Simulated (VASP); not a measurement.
Input of a VASP 6.6.1 run:

File INCAR:

```
SYSTEM = Si6Ru
PREC = Accurate
ENCUT = 600
EDIFF = 1E-7
ISMEAR = 0
SIGMA = 0.2
LREAL = .False.
LASPH = .True.
NELM = 60
ALGO = Normal
ISIF = 3
LWAVE = .False.
LCHARG = .False.
GGA = PE
IBRION = 2
NSW = 36
EDIFFG = -0.08
```

The input KPOINTS:

```
Automatic mesh
0
Gamma
  4 4 4
  0 0 0
```

The input POSCAR:

```
Si6Ru
1.0
    0.0000000000      3.8487202100      4.0697731600
    3.8313467600      0.0000000000      4.0697731600
    3.8313467600      3.8487202100      0.0000000000
Si Ru
6 1
Direct
    0.4370190600      0.8905123600      0.8852314700
    0.8905123600      0.4370190600      0.7872371000
    0.1147685300      0.2127629000      0.5629809400
    0.2127629000      0.1147685300      0.1094876400
    0.7606593100      0.4101803600      0.2393406900
    0.4101803600      0.7606593100      0.5898196400
    0.8366421800      0.8366421800      0.1633578200
```

Potentials or basis: VASP PAW PBE potentials, release 64 (Si, Ru_pv).

Command:

```sh
$ cat potpaw_PBE.64/Si/POTCAR potpaw_PBE.64/Ru_pv/POTCAR > POTCAR
$ mpirun -np 1 vasp_std > vasp.out
```

Question: What does it give for the space group after relaxing (to 0.1 Å)?

Answer: Fmm2 (No. 42).

Question: Estimate the band gap on the k mesh.

Answer: Zero (bands 19 and 20 overlap by 1.66 eV).

Question: Estimate the relaxed cell.

Answer: a = 4.584 Å, b = 5.814 Å, c = 6.296 Å, α = 44.27°, β = 62.29°, γ = 73.45°.

Forces in eV/Å, atoms in the order of the input:
```
Si   0.037  0.028 -0.018
Si  -0.037 -0.028 -0.018
Si   0.037 -0.028 -0.018
Si  -0.037  0.028 -0.018
Si  -0.007  0.000  0.036
Si   0.007  0.000  0.036
Ru   0.000  0.000  0.003
```

Caveat: a cell axis changed by over 15 % at a fixed basis, so the end point is rough; the relaxation stopped at a loose force limit of 0.08 eV/Å, so its end isn't a converged minimum.
